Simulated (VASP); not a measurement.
# Ca3Zr: single point with PBE

Crystal: Ca3Zr.

```
CELL_PARAMETERS angstrom
5.15949 0.00000 0.00000
0.00000 5.15949 0.00000
0.00000 0.00000 5.12439
ATOMIC_POSITIONS crystal
Ca 0.00000 0.50000 0.50000
Ca 0.50000 0.00000 0.50000
Ca 0.50000 0.50000 0.00000
Zr 0.00000 0.00000 0.00000
```

* Program: VASP 6.6.1
* Task: single point
* Functional: PBE
* Potentials or basis: VASP PAW PBE potentials, release 64 (Ca_sv, Zr_sv)
* Cutoff: 520 eV
* k mesh: 4 × 4 × 4
* Occupations: gaussian, width 0.1 eV
* Spin: no spin polarisation

- Pressure: 0.1 GPa
- Band gap on the k mesh: zero (band 21 reaches 3.56 eV, above the bottom of band 22 at 3.19 eV)

Levels at points of the mesh, in eV from the Fermi level:
| k point | band 17 | band 18 | band 19 | band 20 | band 21 | band 22 | band 23 | band 24 |
| --- | --- | --- | --- | --- | --- | --- | --- | --- |
| (0.00, 0.00, 0.00) | -4.35 | -1.10 | -1.10 | -0.68 | -0.17 | -0.16 | -0.16 | 1.59 |
| (0.50, 0.00, 0.00) | -2.92 | -2.61 | -0.57 | 0.04 | 0.07 | 0.23 | 0.24 | 1.00 |
| (0.50, 0.50, 0.00) | -1.77 | -1.62 | -1.28 | -1.28 | 0.18 | 0.18 | 0.41 | 0.85 |
| (0.00, 0.00, 0.50) | -2.90 | -2.59 | -0.56 | 0.05 | 0.05 | 0.23 | 0.25 | 1.01 |
| (0.50, 0.00, 0.50) | -1.75 | -1.61 | -1.27 | -1.26 | 0.15 | 0.16 | 0.41 | 0.84 |
| (0.50, 0.50, 0.50) | -1.34 | -1.33 | -1.33 | -1.33 | 0.21 | 0.27 | 0.28 | 0.28 |

Wall time 2.6 min on 1 thread of Intel(R) Xeon(R) Platinum 8375C CPU @ 2.90GHz (Ice Lake), on a shared host, peak memory 0.27 GiB.
